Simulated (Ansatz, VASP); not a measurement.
Two plane-wave programs on N

```
N
1.0
     4.88962    0.00000    0.00000
     0.00000    7.76790    0.00000
     0.00000    0.00000    3.37305
N
4
Direct
  0.02673 0.25000 0.63620
  0.97327 0.75000 0.36380
  0.47327 0.75000 0.13620
  0.52673 0.25000 0.86380
```

Alike in both runs: task single point; functional PBEsol; k mesh 10 × 6 × 12; occupations gaussian, width 0.1 eV; no spin polarisation.

|  | VASP | Ansatz |
| --- | --- | --- |
| version | VASP 6.6.1 | Ansatz 0.2.0 |
| potentials or method | VASP PAW PBE potentials, release 64 (N), cutoff 520 eV | scalar-relativistic, plane waves, PAW |
| valence electrons in the cell | 20 | 20 |

Ansatz gave:

- gap on the k mesh at the Fermi level (eV): none
- pressure (GPa): -11.5
- traceless stress, the component that is largest in VASP (GPa): -14.00
- rms of the force components (eV/Å): 0.482

Task: Which values does VASP return?

Result: gap on the k mesh at the Fermi level (eV): none; pressure (GPa): -11.6; traceless stress, the component that is largest in VASP (GPa): -13.98; rms of the force components (eV/Å): 0.481.

VASP's potentials were made for PBE, not for PBEsol. Atom by atom the forces differ by 0.001 eV/Å (rms over components). A gap of «none» marks a metal or a gap that the smearing closes. The functional is the same, so the differences come from potentials, cutoffs and numerics.
